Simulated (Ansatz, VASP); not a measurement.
## One calculation of Sr, two programs

File INCAR:

```
PREC = Accurate ; ENCUT = 520
EDIFF = 1E-6 ; ISMEAR = 0
SIGMA = 0.1 ; LREAL = False
LASPH = True ; NELM = 60
ALGO = Normal ; ISIF = 2
LWAVE = False ; LCHARG = False
GGA = PE ; NBANDS = 17
```

The input KPOINTS:

```
regular mesh
0
Gamma
  4 4 4
```

The input POSCAR:

```
Sr
1.0
    4.0507212500      0.0000000000      0.0000000000
    0.0000000000      4.0507212500      0.0000000000
    0.0000000000      0.0000000000      7.1844617900
Sr
2
Direct
    0.5000000000      0.0000000000      0.5843236000
    0.0000000000      0.5000000000      0.4156764000
```

Input for Ansatz:

```yaml
crystal:
  lattice:
    - [4.05072125, 0.0, 0.0]
    - [0.0, 4.05072125, 0.0]
    - [0.0, 0.0, 7.18446179]
  atoms:
    - { symbol: Sr, position: [0.5, 0.0, 0.5843236] }
    - { symbol: Sr, position: [0.0, 0.5, 0.4156764] }
basis:
  ecutwfc: 420
kpoints:
  mp_grid: { grid: [4, 4, 4] }
hamiltonian:
  xc: pbe
scf:
  occupations: { method: gaussian, width: 0.1 }
  lower_state_search: "off"
output:
  forces: true
  stress: true
  eigenvalues: true
```

Alike in both runs: task single point; functional PBE; k mesh 4 × 4 × 4; occupations gaussian, width 0.1 eV; no spin polarisation.

|  | VASP | Ansatz |
| --- | --- | --- |
| version | VASP 6.6.1 | Ansatz 0.2.0 |
| potentials or method | VASP PAW PBE potentials, release 64 (Sr_sv), cutoff 520 eV | scalar-relativistic, plane waves, PAW |
| valence electrons in the cell | 20 | 20 |

VASP gave:

- gap on the k mesh at the Fermi level (eV): none
- pressure (GPa): 7.1
- traceless stress, the component that is largest in VASP (GPa): -4.33
- rms of the force components (eV/Å): 1.355

Problem. What did Ansatz give for the same quantities?

Solution. gap on the k mesh at the Fermi level (eV): none; pressure (GPa): 7.0; traceless stress, the component that is largest in VASP (GPa): -4.28; rms of the force components (eV/Å): 1.345.

Atom by atom the forces differ by 0.010 eV/Å (rms over components). A gap of «none» marks a metal or a gap that the smearing closes. With one functional, cell and mesh, what is left measures potentials, basis and numerics.

The k mesh is coarse, so the values compare programs but aren't converged.
